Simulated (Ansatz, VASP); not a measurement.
**Two plane-wave programs on InP**

Contents of INCAR:

```
ALGO = Normal ; EDIFF = 1E-7
ENCUT = 520 ; GGA = PE
ISIF = 2 ; ISMEAR = 0
LASPH = True ; LCHARG = False
LREAL = False ; LWAVE = False
NBANDS = 16 ; NELM = 80
PREC = Accurate ; SIGMA = 0.05
```

KPOINTS

```
k-points
0
Gamma
  10 10 10
```

Contents of POSCAR:

```
InP
1.0
    0.0000000000      2.9796726540      2.9796726540
    2.9796726540      0.0000000000      2.9796726540
    2.9796726540      2.9796726540      0.0000000000
In P
1 1
Direct
    0.0000000000      0.0000000000      0.0000000000
    0.7500000000      0.7500000000      0.7500000000
```

Input for Ansatz:

```yaml
crystal:
  lattice:
    - [0.0, 2.979672654, 2.979672654]
    - [2.979672654, 0.0, 2.979672654]
    - [2.979672654, 2.979672654, 0.0]
  atoms:
    - { symbol: In, position: [0.0, 0.0, 0.0] }
    - { symbol: P, position: [0.75, 0.75, 0.75] }
basis:
  ecutwfc: 420
  ecutrho_ratio: 4
kpoints:
  mp_grid: { grid: [10, 10, 10] }
hamiltonian:
  xc: pbe
scf:
  occupations: { method: gaussian, width: 0.05 }
output:
  forces: true
  stress: true
  eigenvalues: true
```

Alike in both runs: task single point; functional PBE; k mesh 10 × 10 × 10; occupations gaussian, width 0.05 eV; no spin polarisation.

|  | VASP | Ansatz |
| --- | --- | --- |
| version | VASP 6.6.1 | Ansatz 0.2.0 |
| potentials or method | VASP PAW PBE potentials, release 64 (In_d, P), cutoff 520 eV | scalar-relativistic, plane waves, PAW |
| valence electrons in the cell | 18 | 18 |

|  | VASP | Ansatz | Ansatz less VASP |
| --- | --- | --- | --- |
| gap on the k mesh at the Fermi level (eV) | 0.44 | 0.44 | +0.003 |
| least direct gap on the mesh (eV) | 0.44 | 0.44 | +0.003 |
| pressure (GPa) | 0.0 | 0.0 | +0.04 |
